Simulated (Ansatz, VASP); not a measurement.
# Two plane-wave programs on ZnO

```
Zn O
1.0
     3.28797    0.00000    0.00000
    -1.64398    2.84746    0.00000
     0.00000    0.00000    7.13044
Zn O
2 2
Direct
  0.00000 0.00000 0.75000
  0.00000 0.00000 0.25000
  0.33333 0.66667 0.25000
  0.66667 0.33333 0.75000
```

Alike in both runs: task single point; functional LDA; k mesh 2 × 2 × 2; occupations fermi-dirac, width 0.01 eV; no spin polarisation.

```csv
,VASP,Ansatz
version,VASP 6.6.1,Ansatz 0.2.0
potentials or method,"VASP PAW LDA potentials, release 64 (Zn, O), cutoff 600 eV","plane waves, PAW"
valence electrons in the cell,36,36
```

Ansatz gave:

- gap on the k mesh at the Fermi level (eV): 0.53

**Question.** What did VASP give for the same quantities?

**Answer.** gap on the k mesh at the Fermi level (eV): 0.54.

LDA's correlation is that of Perdew and Zunger in VASP and of Perdew and Wang (1992) in Ansatz.

The k mesh is coarse, so the values compare programs but aren't converged.
